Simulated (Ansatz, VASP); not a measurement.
**Hg in VASP and in Ansatz**

INCAR

```
SYSTEM = Hg
PREC     = Accurate       ! precision mode
ENCUT    = 520            ! plane-wave cutoff, eV
EDIFF    = 1E-6           ! SCF threshold, eV
ISMEAR   = 0              ! smearing method
SIGMA    = 0.1            ! smearing width, eV
LREAL    = .FALSE.        ! projectors in reciprocal space
LASPH    = .TRUE.         ! aspherical terms in the spheres
NELM     = 150            ! most SCF steps
ALGO     = Fast           ! electronic algorithm
ISIF     = 2              ! what is computed and relaxed
LWAVE    = .FALSE.        ! write WAVECAR
LCHARG   = .FALSE.        ! write CHGCAR
LDAU     = .TRUE.         ! DFT+U
LDAUTYPE = 2            
LDAUL    = 2              ! shell
LDAUU    = 4.7            ! U, eV
LDAUJ    = 0            
LDAUPRINT= 1            
GGA      = PE             ! functional
NBANDS   = 25             ! bands
```

Contents of KPOINTS:

```
regular mesh
0
G
  6 6 6
  0 0 0
```

File POSCAR:

```
Hg
1.0
    5.1970049744      0.0000000000      0.0000000000
   -2.5985024872      4.5007383314      0.0000000000
    0.0000000000      0.0000000000      4.4300441187
Hg
3
Direct
    0.3333333333      0.6666666667      0.5000000000
    0.0000000000      0.0000000000      0.0000000000
    0.6666666667      0.3333333333      0.5000000000
```

Input for Ansatz:

```yaml
crystal:
  lattice:
    - [5.1970049744, 0.0, 0.0]
    - [-2.5985024872, 4.5007383314, 0.0]
    - [0.0, 0.0, 4.4300441187]
  atoms:
    - { symbol: Hg, position: [0.3333333333, 0.6666666667, 0.5] }
    - { symbol: Hg, position: [0.0, 0.0, 0.0] }
    - { symbol: Hg, position: [0.6666666667, 0.3333333333, 0.5] }
basis:
  ecutwfc: 420
kpoints:
  mp_grid: { grid: [6, 6, 6] }
hamiltonian:
  xc: pbe
  hubbard: { sites: [{ species: Hg, l: d, u_eff: 4.7 }] }
scf:
  occupations: { method: gaussian, width: 0.1 }
output:
  forces: true
  stress: true
  eigenvalues: true
```

Alike in both runs: task single point; functional PBE; k mesh 6 × 6 × 6; occupations gaussian, width 0.1 eV; no spin polarisation; Hubbard terms Hg d U = 4.7 eV.

```csv
,VASP,Ansatz
version,VASP 6.6.1,Ansatz 0.2.0
potentials or method,"VASP PAW PBE potentials, release 64 (Hg), cutoff 520 eV","scalar-relativistic, plane waves, PAW"
valence electrons in the cell,36,60
```

```tsv
	VASP	Ansatz	Ansatz less VASP
gap on the k mesh at the Fermi level (eV)	none	none	-
pressure (GPa)	0.7	0.8	+0.18
traceless stress, the component that is largest in VASP (GPa)	-1.37	-1.40	-0.026
```

The programs project onto different local orbitals, so the same U acts differently, and such runs can settle in different states. A gap of «none» marks a metal or a gap that the smearing closes. VASP's potentials hold 36 valence electrons a cell and Ansatz's 60, so a difference there can come from the potentials and not from the codes. Ansatz's warnings: filled band counts differ across k points.

Spin-orbit coupling is off throughout.
